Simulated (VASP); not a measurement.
Runs of VASP 6.6.1 on AlGa3N4. The structure is that of space group R3m (No. 160), or close to it. The cells are those of the table. 

```csv
cell,gap on the mesh (eV),pressure (GPa),largest force (eV/Å)
"a = 4.599 Å, angles 91.7°, 8 atoms",1.65,(b),0.31
"a = 4.684 Å, angles 96.5°, 8 atoms",0.95,-13.7,2.22
"a = 4.599 Å, angles 88.2°, 8 atoms",1.68,-17.1,0.19
"a = 4.616 Å, angles 95.0°, 8 atoms",1.31,-13.0,1.60
"a = 4.606 Å, angles 93.4°, 8 atoms",1.49,-15.6,0.83
"a = 4.660 Å, angles 93.4°, 8 atoms",1.27,(a),0.65
"a = 4.617 Å, angles 84.6°, 8 atoms",1.11,-13.6,0.18
```

Alike in all rows: task single point; level LDA; potentials or basis VASP PAW LDA potentials, release 64 (Al, Ga_d, N); no spin polarisation; k mesh 6 × 6 × 6; cutoff (eV) 520; smearing gaussian 0.05 eV.

Task: Fill in the values left out.

Result: (a) -19.6; (b) -17.0.

Caveats: the cell stands under tension; forces of over 1 eV/Å act on the atoms, so gaps and moduli don't describe the material at rest (at least some runs).

A k mesh can miss the band edges, and the runs leave out spin-orbit coupling on Ga.
